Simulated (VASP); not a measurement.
Input of a VASP 6.6.1 run:

INCAR

```
SYSTEM = Hg3Pt
PREC     = Accurate       ! precision mode
ENCUT    = 500            ! plane-wave cutoff, eV
EDIFF    = 1E-6           ! SCF threshold, eV
ISMEAR   = -1             ! smearing method
SIGMA    = 0.15           ! smearing width, eV
LREAL    = .FALSE.        ! projectors in reciprocal space
LASPH    = .TRUE.         ! aspherical terms in the spheres
NELM     = 120            ! most SCF steps
ALGO     = Normal         ! electronic algorithm
ISIF     = 2              ! what is computed and relaxed
LWAVE    = .FALSE.        ! write WAVECAR
LCHARG   = .FALSE.        ! write CHGCAR
GGA      = PE             ! functional
NBANDS   = 31             ! bands
GGA_COMPAT= .FALSE.
```

Contents of KPOINTS:

```
regular mesh
0
G
  5 5 5
  0 0 0
```

The input POSCAR:

```
Hg3Pt
1.0
    4.3442210000      0.0000000000      0.0000000000
    0.0000000000      4.3442210000      0.0000000000
    0.0000000000      0.0000000000      4.3442210000
Hg Pt
3 1
Direct
    0.0000000000      0.5000000000      0.5000000000
    0.5000000000      0.0000000000      0.5000000000
    0.5000000000      0.5000000000      0.0000000000
    0.0000000000      0.0000000000      0.0000000000
```

Potentials or basis: VASP PAW PBE potentials, release 64 (Hg, Pt).

Launch:

```console
$ cat potpaw_PBE.64/Hg/POTCAR potpaw_PBE.64/Pt/POTCAR > POTCAR
$ mpirun -np 1 vasp_std > vasp.out
```

Task: What does it give for the pressure?

Result: -0.3 GPa.

Task: Predict the band gap on the k mesh.

Result: Zero (band 23 reaches 5.73 eV, above the bottom of band 24 at 3.74 eV).

Caveat: spin-orbit coupling is left out, which moves the levels of the heavy elements.
